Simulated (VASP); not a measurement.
Wanted: the native input for a VASP 6.6.1 run.

- Task: single point
- Functional: PBE
- Potentials or basis: VASP PAW PBE potentials, release 64 (Li_sv, Mo_sv)
- Cutoff: 750 eV
- k mesh: 18 × 18 × 18
- Occupations: gaussian, width 0.1 eV
- Spin: no spin polarisation
- Dipole correction: no
- Further INCAR settings: ALGO = Normal; EDIFF = 1e-06; NBANDS = 30

The structure of LiMo3 lies in POSCAR:

```
LiMo3
1.0
   -1.8745987147      1.8745987147      4.2596567004
    1.8745987147     -1.8745987147      4.2596567004
    1.8745987147      1.8745987147     -4.2596567004
Li Mo
1 3
Direct
    0.0000000000      0.0000000000      0.0000000000
    0.5000000000      0.5000000000      0.0000000000
    0.2500000000      0.7500000000      0.5000000000
    0.7500000000      0.2500000000      0.5000000000
```

The input as run:

INCAR

```
ALGO = Normal
EDIFF = 1E-6
ENCUT = 750
GGA = PE
GGA_COMPAT = F
ISIF = 2
ISMEAR = 0
LASPH = T
LCHARG = F
LREAL = F
LWAVE = F
NBANDS = 30
NELM = 120
PREC = Accurate
SIGMA = 0.1
```

KPOINTS

```
k-points
0
Gamma
  18 18 18
```

Potentials or basis: VASP PAW PBE potentials, release 64 (Li_sv, Mo_sv).

Command:

```console
$ cat potpaw_PBE.64/Li_sv/POTCAR potpaw_PBE.64/Mo_sv/POTCAR > POTCAR
$ mpirun -np 1 vasp_std > vasp.out
```

It gave:

* Pressure: 0.3 GPa
* Band gap on the k mesh: zero (an odd number of electrons rules out a gap without spin polarisation)

Wall time 19 min on 1 thread of AMD EPYC 9R45 96-Core Processor (Zen 5), with other jobs on the host, peak memory 1.1 GiB.
